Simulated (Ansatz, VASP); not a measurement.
## One calculation of Al, two programs

INCAR

```
SYSTEM = Al
  ALGO = Fast
  EDIFF = 1E-6
  ENCUT = 520
  GGA = PE
  ISIF = 2
  ISMEAR = 0
  IVDW = 12
  LASPH = .TRUE.
  LCHARG = .FALSE.
  LREAL = .FALSE.
  LWAVE = .FALSE.
  NBANDS = 18
  NELM = 80
  PREC = Accurate
  SIGMA = 0.15
```

The input KPOINTS:

```
k-points
0
G
  18 18 3
  0 0 0
```

POSCAR

```
Al
1.0
   -2.8035700760      0.0000000000      0.0000000000
   -1.4017850380     -2.4279629071      0.0000000000
   -0.4672616793     -0.8093209690     14.0252688885
Al
6
Direct
    0.6666666667      0.6388833333      0.0833500000
    0.6666666667      0.5277722222      0.4166833333
    0.6666666667      0.4166611111      0.7500166667
    0.3333333333      0.0277722222      0.9166833333
    0.3333333333      0.2499944444      0.2500166667
    0.3333333333      0.1388833333      0.5833500000
```

Input for Ansatz:

```yaml
crystal:
  lattice:
    - [-2.803570076, 0.0, 0.0]
    - [-1.401785038, -2.4279629071, 0.0]
    - [-0.4672616793, -0.809320969, 14.0252688885]
  atoms:
    - { symbol: Al, position: [0.6666666667, 0.6388833333, 0.08335] }
    - { symbol: Al, position: [0.6666666667, 0.5277722222, 0.4166833333] }
    - { symbol: Al, position: [0.6666666667, 0.4166611111, 0.7500166667] }
    - { symbol: Al, position: [0.3333333333, 0.0277722222, 0.9166833333] }
    - { symbol: Al, position: [0.3333333333, 0.2499944444, 0.2500166667] }
    - { symbol: Al, position: [0.3333333333, 0.1388833333, 0.58335] }
basis:
  ecutwfc: 420
kpoints:
  mp_grid: { grid: [18, 18, 3] }
hamiltonian:
  xc: pbe
  pseudopotentials: { kind: paw, azcp: { folder: soft_1 } }
  dispersion: d3bj
scf:
  occupations: { method: gaussian, width: 0.15 }
output:
  forces: true
  stress: true
  eigenvalues: true
```

Alike in both runs: task single point; functional PBE; dispersion D3(BJ); k mesh 18 × 18 × 3; occupations gaussian, width 0.15 eV; no spin polarisation.

```csv
,VASP,Ansatz
version,VASP 6.6.1,Ansatz 0.2.0
potentials or method,"VASP PAW PBE potentials, release 64 (Al), cutoff 520 eV","scalar-relativistic, plane waves, PAW"
valence electrons in the cell,18,18
```

|  | VASP | Ansatz | Ansatz less VASP |
| --- | --- | --- | --- |
| gap on the k mesh at the Fermi level (eV) | none | none | - |
| pressure (GPa) | 0.9 | 0.9 | 0.00 |
| traceless stress, the component that is largest in VASP (GPa) | 1.38 | 1.38 | +0.002 |
| rms of the force components (eV/Å) | 0.257 | 0.257 | 0.0000 |

Atom by atom the forces differ by 0.000 eV/Å (rms over components). A gap of «none» marks a metal or a gap that the smearing closes.
